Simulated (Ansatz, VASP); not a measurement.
**BaZrO3 in VASP and in Ansatz**

Contents of POSCAR:

```
BaZrO3
1.0
    4.1193319520      0.0000000000      0.0000000000
    0.0000000000      4.1193319520      0.0000000000
    0.0000000000      0.0000000000      4.1193319520
Ba Zr O
1 1 3
Direct
    0.0000000000      0.0000000000      0.0000000000
    0.5000000000      0.5000000000      0.5000000000
    0.0000000000      0.5000000000      0.5000000000
    0.5000000000      0.0000000000      0.5000000000
    0.5000000000      0.5000000000      0.0000000000
```

INCAR.step1

```
SYSTEM = BaZrO3
PREC     = Accurate       ! precision mode
ENCUT    = 1480           ! plane-wave cutoff, eV
ISMEAR   = 0              ! smearing method
SIGMA    = 0.02           ! smearing width, eV
LREAL    = .False.        ! projectors in reciprocal space
LASPH    = .True.         ! aspherical terms in the spheres
NELM     = 120            ! most SCF steps
NBANDS   = 28             ! bands
GGA      = PE             ! functional
ALGO     = Normal         ! electronic algorithm
EDIFF    = 1E-5           ! SCF threshold, eV
LWAVE    = .True.         ! write WAVECAR
LCHARG   = .False.        ! write CHGCAR
GGA_COMPAT= .False.
```

The input INCAR.step2:

```
SYSTEM = BaZrO3
PREC     = Accurate       ! precision mode
ENCUT    = 1480           ! plane-wave cutoff, eV
EDIFF    = 1E-6           ! SCF threshold, eV
ISMEAR   = 0              ! smearing method
SIGMA    = 0.02           ! smearing width, eV
LREAL    = .False.        ! projectors in reciprocal space
LASPH    = .True.         ! aspherical terms in the spheres
NELM     = 120            ! most SCF steps
ALGO     = Normal         ! electronic algorithm
ISIF     = 2              ! what is computed and relaxed
LWAVE    = .False.        ! write WAVECAR
LCHARG   = .False.        ! write CHGCAR
METAGGA  = R2SCAN         ! meta-GGA
LMIXTAU  = .True.       
NBANDS   = 28             ! bands
ISTART   = 1            
GGA_COMPAT= .False.
```

Contents of KPOINTS:

```
regular mesh
0
Gamma
  6 6 6
  0 0 0
```

Input for Ansatz:

```yaml
crystal:
  lattice:
    - [4.119331952, 0.0, 0.0]
    - [0.0, 4.119331952, 0.0]
    - [0.0, 0.0, 4.119331952]
  atoms:
    - { symbol: Ba, position: [0.0, 0.0, 0.0] }
    - { symbol: Zr, position: [0.5, 0.5, 0.5] }
    - { symbol: O, position: [0.0, 0.5, 0.5] }
    - { symbol: O, position: [0.5, 0.0, 0.5] }
    - { symbol: O, position: [0.5, 0.5, 0.0] }
basis:
  ecutwfc: 500
kpoints:
  mp_grid: { grid: [6, 6, 6] }
hamiltonian:
  xc: r2scan
scf:
  occupations: { method: gaussian, width: 0.02 }
output:
  forces: true
  stress: true
  eigenvalues: true
```

Alike in both runs: task single point; functional r2SCAN; k mesh 6 × 6 × 6; occupations gaussian, width 0.02 eV; no spin polarisation.

```csv
,VASP,Ansatz
version,VASP 6.6.1,Ansatz 0.2.0
potentials or method,"VASP PAW PBE potentials, release 64 (Ba_sv, Zr_sv, O_h), cutoff 1480 eV","scalar-relativistic, plane waves, PAW"
valence electrons in the cell,40,40
```

```csv
,VASP,Ansatz,Ansatz less VASP
gap on the k mesh at the Fermi level (eV),3.84,3.89,+0.050
least direct gap on the mesh (eV),4.01,4.03,+0.024
pressure (GPa),12.7,11.5,-1.19
```

VASP's potentials were made for PBE, not for r2SCAN.

Spin-orbit coupling is off throughout.
